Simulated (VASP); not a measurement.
# Hg (P2_1/m) in VASP: single point with HSE06

Aim: the single point of Hg with HSE06.

Everything below comes from runs of VASP 6.6.1. Logs are shortened: lines on timing, memory, paths and dates and some standing lists are left out, and cuts for length are marked.

**1. The cell of the first run**

The typed cell holds 2 atoms: a = 3.035 Å, b = 5.487 Å, c = 3.035 Å, α = 90.00°, β = 100.60°, γ = 90.00°.

**2. Single point, HSE06**

The input, POSCAR:

```
Hg
1.0
    2.9929184076      0.0000000000      0.5030871254
    0.0000000000      5.4873317671      0.0000000000
   -1.0450040493      0.0000000000      2.8492808733
Hg
2
Direct
    0.7498947160      0.2500000000      0.7503329663
    0.2501052840      0.7500000000      0.2496670337
```

The input, INCAR.step1:

```
SYSTEM = Hg
PREC = Accurate ; ENCUT = 520
EDIFF = 1E-5 ; ISMEAR = -1
SIGMA = 0.02 ; LREAL = .False.
LASPH = .True. ; NELM = 80
ALGO = Normal ; ISIF = 2
LWAVE = .True. ; LCHARG = .False.
GGA = PE ; NBANDS = 19
KPAR = 4
```

The input, INCAR.step2:

```
SYSTEM = Hg
PREC = Accurate ; ENCUT = 520
EDIFF = 1E-6 ; ISMEAR = -1
SIGMA = 0.02 ; LREAL = .False.
LASPH = .True. ; NELM = 80
ALGO = Normal ; ISIF = 2
LWAVE = .False. ; LCHARG = .False.
GGA = PE ; LHFCALC = .True.
HFSCREEN = 0.2079 ; PRECFOCK = Normal
ISTART = 1 ; NBANDS = 19
KPAR = 4
```

The input, KPOINTS:

```
Automatic mesh
0
Gamma
  6 4 6
  0 0 0
```

Potentials or basis: VASP PAW PBE potentials, release 64 (Hg).

Started as:

```sh
cat potpaw_PBE.64/Hg/POTCAR > POTCAR
cp INCAR.step1 INCAR
mpirun -np 4 vasp_std > vasp.out
cp INCAR.step2 INCAR
mpirun -np 4 vasp_std > vasp.out
```

OUTCAR:

```text
SYSTEM = Hg
   PREC = Accurate
   ENCUT = 520
   EDIFF = 1E-6
   ISMEAR = -1
   LREAL = .False.
   LASPH = .True.
   NELM = 80
   ISIF = 2
   GGA = PE
   LHFCALC = .True.
   HFSCREEN = 0.2079
   PRECFOCK = Normal
   ISTART = 1

 ion  position               nearest neighbor table
   1  0.750  0.250  0.750-   2 3.36   2 3.36   2 3.36   2 3.36   2 3.60   2 3.60   2 3.60   2 3.60

   2  0.250  0.750  0.250-   1 3.36   1 3.36   1 3.36   1 3.36   1 3.60   1 3.60   1 3.60   1 3.60

  LATTYP: Found a base centered orthorhombic cell.
 ALAT       =     3.8772079575
 B/A-ratio  =     1.2044899768
 C/A-ratio  =     1.4152791976

  Lattice vectors:

 A1 = (  -1.0450040493,   0.0000000000,   2.8492808733)
 A2 = (   2.9929184076,   0.0000000000,   0.5030871254)
 A3 = (   0.0000000000,   5.4873317671,   0.0000000000)

Analysis of symmetry for initial positions (statically):
=====================================================================
 Subroutine PRICEL returns:
 Original cell was already a primitive cell.

 Routine SETGRP: Setting up the symmetry group for a
 base centered orthorhombic supercell.

 Subroutine GETGRP returns: Found  4 space group operations
 (whereof  2 operations were pure point group operations)
 out of a pool of  8 trial point group operations.

The static configuration has the point symmetry S_2 .
 The point group associated with its full space group is C_2h.

Analysis of symmetry for dynamics (positions and initial velocities):
=====================================================================
 Subroutine PRICEL returns:
 Original cell was already a primitive cell.

 Routine SETGRP: Setting up the symmetry group for a
 base centered orthorhombic supercell.

 Subroutine GETGRP returns: Found  4 space group operations
 (whereof  2 operations were pure point group operations)
 out of a pool of  8 trial point group operations.

The dynamic configuration has the point symmetry S_2 .
 The point group associated with its full space group is C_2h.

 Subroutine INISYM returns: Found  4 space group operations
 (whereof  2 operations are pure point group operations),
 and found     1 'primitive' translations

----------------------------------------------------------------------------------------

                                     Primitive cell

  volume of cell :      49.6790

  direct lattice vectors                    reciprocal lattice vectors
     2.992918408  0.000000000  0.503087125     0.314719663  0.000000000  0.115426782
     0.000000000  5.487331767  0.000000000     0.000000000  0.182237933  0.000000000
    -1.045004049  0.000000000  2.849280873    -0.055568902  0.000000000  0.330585265

  length of vectors
     3.034906465  5.487331767  3.034869842     0.335219045  0.182237933  0.335223090

  position of ions in fractional coordinates (direct lattice)
     0.749894716  0.250000000  0.750332966
     0.250105284  0.750000000  0.249667034

  ion indices of the primitive-cell ions
   primitive index   ion index
                 1           1
                 2           2

----------------------------------------------------------------------------------------

 KPOINTS: Automatic mesh

Automatic generation of k-mesh.
 Grid dimensions read from file:
 generate k-points for:    6    4    6

 Generating k-lattice:

  Cartesian coordinates                     Fractional coordinates (reciprocal lattice)
     0.052453277  0.000000000  0.019237797     0.166666667  0.000000000  0.000000000
     0.000000000  0.045559483  0.000000000     0.000000000  0.250000000  0.000000000
    -0.009261484  0.000000000  0.055097544     0.000000000  0.000000000  0.166666667

  Length of vectors
     0.055869841  0.045559483  0.055870515

  Shift w.r.t. Gamma in fractional coordinates (k-lattice)
     0.000000000  0.000000000  0.000000000

 Subroutine IBZKPT returns following result:
 ===========================================

 Found     60 irreducible k-points:

 Following reciprocal coordinates:
            Coordinates               Weight
  0.000000  0.000000  0.000000      1.000000
  0.166667  0.000000 -0.000000      2.000000
  0.333333  0.000000 -0.000000      2.000000
  0.500000  0.000000 -0.000000      1.000000
  0.000000  0.250000  0.000000      2.000000
  0.166667  0.250000 -0.000000      4.000000
[... 16 lines left out ...]
 -0.333333  0.250000  0.166667      4.000000
 -0.166667  0.250000  0.166667      4.000000
 [... further k-points ...]
   k-points           NKPTS =     60   k-points in BZ     NKDIM =    144   number of bands    NBANDS=     19
   number of dos      NEDOS =    301   number of ions     NIONS =      2
   total plane-waves  NPLWV =  24192
   dimension x,y,z NGX =    24 NGY =   42 NGZ =   24
   dimension x,y,z NGXF=    48 NGYF=   84 NGZF=   48
   ions per type =               2
   NGX,Y,Z   is equivalent  to a cutoff of  13.15, 12.72, 13.15 a.u.
   NGXF,Y,Z  is equivalent  to a cutoff of  26.29, 25.45, 26.29 a.u.
 SYSTEM =  Hg
   PREC   = accura    normal or accurate (medium, high low for compatibility)
   ISTART =      1    job   : 0-new  1-cont  2-samecut
   ICHARG =      0    charge: 1-file 2-atom 10-const
   ISPIN  =      1    spin polarized calculation?
   LNONCOLLINEAR =      F non collinear calculations
   LSORBIT =      F    spin-orbit coupling
   LASPH  =      T    aspherical Exc in radial PAW
   ENCUT  =  520.0 eV  38.22 Ry    6.18 a.u.   5.64 10.20  5.64*2*pi/ulx,y,z
   NELM   =     80;   NELMIN=  2; NELMDL=  0     # of ELM steps
   EDIFF  = 0.1E-05   stopping-criterion for ELM
   LREAL  =      F    real-space projection
   EDIFFG = 0.1E-04   stopping-criterion for IOM
   NSW    =      0    number of steps for IOM
   IBRION =     -1    ionic relax: 0-MD 1-quasi-New 2-CG
   NFREE  =      0    steps in history (QN), initial steepest desc. (CG)
   ISIF   =      2    stress and relaxation
   ISYM   =      3    0-nonsym 1-usesym 2-fastsym
   POTIM  = 0.5000    time-step for ionic-motion
   TEBEG  =    0.0;   TEEND  =   0.0 temperature during run
   PSTRESS=    0.0 pullay stress
   NELECT =      24.0000    total number of electrons
   NUPDOWN=      -1.0000    fix difference up-down
   EMIN   =  10.00;   EMAX   =-10.00  energy-range for DOS
   EFERMI =   0.00;   METHOD = LEGACY
   ISMEAR =    -1;   SIGMA  =   0.02  broadening in eV -4-tet -1-fermi 0-gaus
   EFERMI_NEDOS =   21; number of points for ismear=-14 and -15
   IALGO  =     38    algorithm
   IMIX   =      1    mixing-type and parameters
     AMIX     =   0.40;   BMIX     =  1.00
     AMIX_MAG =   1.60;   BMIX_MAG =  1.00
  volume/ion in A,a.u.               =      24.84       167.63
  Fermi-wavevector in a.u.,A,eV,Ry     =   1.284560  2.427466 22.450895  1.650094
  Thomas-Fermi vector in A             =   2.416746
   LORBIT       =      0    0 simple, 1 ext, 2 COOP (PROOUT), +10 PAW based schemes
   GGA     = PE    functional components
   LHFCALC =     T    Hartree Fock is set to
   PRECFOCK=normal    Normal, Fast or Accurate (Low or Medium for compatibility)
   ENCUT4O =  -1.0   cutoff for four orbital integrals eV
   NKREDX  =     1    reduce k-point grid by
   NKREDY  =     1    reduce k-point grid by
   NKREDZ  =     1    reduce k-point grid by
   AEXX    =    0.2500 exact exchange contribution
   HFSCREEN=    0.2079 screening length (either q_TF or 0.3 A-1)
   HFSCREENC=   0.2079 screening length for correlation (either q_TF or 0.3 A-1)
   ENCUTFOCK=  -1.0 apply spherical cutoff to Coloumb kernel
   IVDW    =     0    specifies the selected vdW correction
   LEPSILON=     F    determine dielectric tensor
   LRPA    =     F    only Hartree local field effects (RPA)
 non-spin polarized calculation
  energy-cutoff  :      520.00
  volume of cell :       49.68
 maximum number of plane-waves:      1367
 NGX is ok and might be reduce to    24
  NGX = 18; NGY = 32; NGZ = 18

 number of electron      23.9999997 magnetization

 Free energy of the ion-electron system (eV)
  ---------------------------------------------------
  ext. energy  EPLUGINS =         0.00000000
  ---------------------------------------------------
  free energy    TOTEN  =        -0.45907947 eV

  energy without entropy =       -0.45837936  energy(sigma->0) =       -0.45872941

 E-fermi :   2.2846     XC(G=0):  -8.7323

 val. band max:        2.2564104521   @ k =   0.3333   0.0000   0.3333
 cond. band min:       2.3279174313   @ k =   0.5000   0.0000   0.3333
 fundamental gap:      0.0715069792
 Fermi energy:         2.2846122404

 k-point     1 :       0.0000    0.0000    0.0000
  band No.  band energies     occupation
      1      -7.5238      2.00000
      2      -7.0552      2.00000
      3      -7.0481      2.00000
      4      -6.7232      2.00000
      5      -6.1567      2.00000
      6      -5.8317      2.00000
[... 11 lines left out ...]
     18      17.5300      0.00000
     19      17.8630      0.00000

 k-point     2 :       0.1667    0.0000   -0.0000
  band No.  band energies     occupation
      1      -7.0138      2.00000
      2      -6.9825      2.00000
      3      -6.6052      2.00000
      4      -6.4193      2.00000
      5      -6.0054      2.00000
      6      -5.9108      2.00000
[... 11 lines left out ...]
     18      17.0486      0.00000
     19      18.1611      0.00000

 k-point     3 :       0.3333    0.0000   -0.0000
  band No.  band energies     occupation
      1      -6.8561      2.00000
      2      -6.7450      2.00000
      3      -6.1962      2.00000
      4      -6.0430      2.00000
      5      -5.8133      2.00000
      6      -5.7947      2.00000
[... 11 lines left out ...]
     18      17.4647      0.00000
     19      18.7744      0.00000

 k-point     4 :       0.5000    0.0000   -0.0000
  band No.  band energies     occupation
      1      -6.7759      2.00000
      2      -6.7747      2.00000
      3      -6.3315      2.00000
      4      -6.3306      2.00000
      5      -5.6132      2.00000
      6      -5.6116      2.00000
[... 407 lines left out ...]
     18      14.2013      0.00000
     19      17.3235      0.00000

 k-point    23 :      -0.3333    0.2500    0.1667
  band No.  band energies     occupation
      1      -6.3990      2.00000
      2      -6.3652      2.00000
      3      -6.2722      2.00000
      4      -6.2346      2.00000
      5      -5.9391      2.00000
      6      -5.8222      2.00000
[... 11 lines left out ...]
     18      14.1948      0.00000
     19      16.3912      0.00000

 k-point    24 :      -0.1667    0.2500    0.1667
  band No.  band energies     occupation
      1      -6.4916      2.00000
      2      -6.4765      2.00000
      3      -6.2939      2.00000
      4      -6.2691      2.00000
      5      -6.0385      2.00000
      6      -5.8694      2.00000
[... 11 lines left out ...]
     18      14.5485      0.00000
     19      17.7815      0.00000

 [... further k-points ...]

------------------------ aborting loop because EDIFF is reached ----------------------------------------

  FORCE on cell =-STRESS in cart. coord.  units (eV):
  Direction    XX          YY          ZZ          XY          YZ          ZX
  --------------------------------------------------------------------------------------
  -------------------------------------------------------------------------------------
  Total        0.1982357      0.6602138      0.2235703      0.0000000      0.0000000      0.0222154
  in kB        6.3932218     21.2922986      7.2102791      0.0000000      0.0000000      0.7164618
  external PRESSURE =      11.6319332 kB  Pullay stress =       0.0000000 kB

 VOLUME and BASIS-vectors are now :
 -----------------------------------------------------------------------------
  energy-cutoff  :      520.00
  volume of cell :       49.68
      direct lattice vectors                 reciprocal lattice vectors
     2.992918408  0.000000000  0.503087125     0.314719663  0.000000000  0.115426782
     0.000000000  5.487331767  0.000000000     0.000000000  0.182237933  0.000000000
    -1.045004049  0.000000000  2.849280873    -0.055568902  0.000000000  0.330585265

 POSITION                                       TOTAL-FORCE (eV/Angst)
 -----------------------------------------------------------------------------------
      1.46027      1.37183      2.51517        -0.000010     -0.000000     -0.000265
      0.48764      4.11550      0.83720         0.000010      0.000000      0.000265
 -----------------------------------------------------------------------------------
    total drift:                                0.000000     -0.000000     -0.000000

  FREE ENERGIE OF THE ION-ELECTRON SYSTEM (eV)
  ---------------------------------------------------
  free  energy   TOTEN  =        -0.4590794652 eV

  energy  without entropy=       -0.4583793597  energy(sigma->0) =       -0.45872941
```

It took 50 min on 4 MPI ranks of Intel Xeon Platinum 8375C at 2.90GHz (Ice Lake), shared host; peak memory 0.3 GiB.

Results:

```yaml
Free_energy: -0.4591 eV
Pressure: 1.2 GPa
Band_gap_on_the_k_mesh: zero (bands 12 and 13 overlap by 3.13 eV)
```

Stress tensor (GPa, compression positive):
```
0.64 0.00 0.07
0.00 2.13 0.00
0.07 0.00 0.72
```

Caveat: the PAW data sets were made with another functional, which shifts forces and pressure a little; spin-orbit coupling is left out, which moves the levels of the heavy elements.

The gap in the log of VASP goes by the Fermi energy; the results here count the filled bands.